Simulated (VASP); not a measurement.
MgO (Periclase): single point with LDA

Crystal: MgO (Periclase).

```
CELL_PARAMETERS angstrom
2.98187 0.00000 0.00000
1.49093 2.58237 0.00000
1.49093 0.86079 2.43469
ATOMIC_POSITIONS crystal
Mg 0.00000 0.00000 0.00000
O 0.50000 0.50000 0.50000
```

- Program: VASP 6.6.1
- Task: single point
- Functional: LDA
- Potentials or basis: VASP PAW LDA potentials, release 64 (Mg, O)
- Cutoff: 520 eV
- k mesh: 8 × 8 × 8
- Occupations: gaussian, width 0.01 eV
- Spin: no spin polarisation

```json
{"Pressure": "-8.2 GPa", "Band gap on the k mesh": "4.62 eV, direct"}
```

Levels at points of the mesh, in eV from the valence-band top:
```csv
k point,band 1,band 2,band 3,band 4,band 5,band 6,band 7,band 8,band 9
"(0.00, 0.00, 0.00)",-16.98,0.00,0.00,0.00,4.62,15.51,15.51,15.51,19.52
"(0.50, 0.00, 0.00)",-15.64,-4.68,-0.66,-0.66,7.71,12.36,15.96,15.96,20.50
"(0.50, 0.50, 0.00)",-15.37,-4.14,-1.37,-1.37,8.89,9.66,12.86,18.58,18.58
```

Run time: 7.3 s on 1 thread of Intel Xeon 8259CL (shared host), peak memory 0.13 GiB.

A hybrid or GW would open this gap; LDA tends to underestimate it.
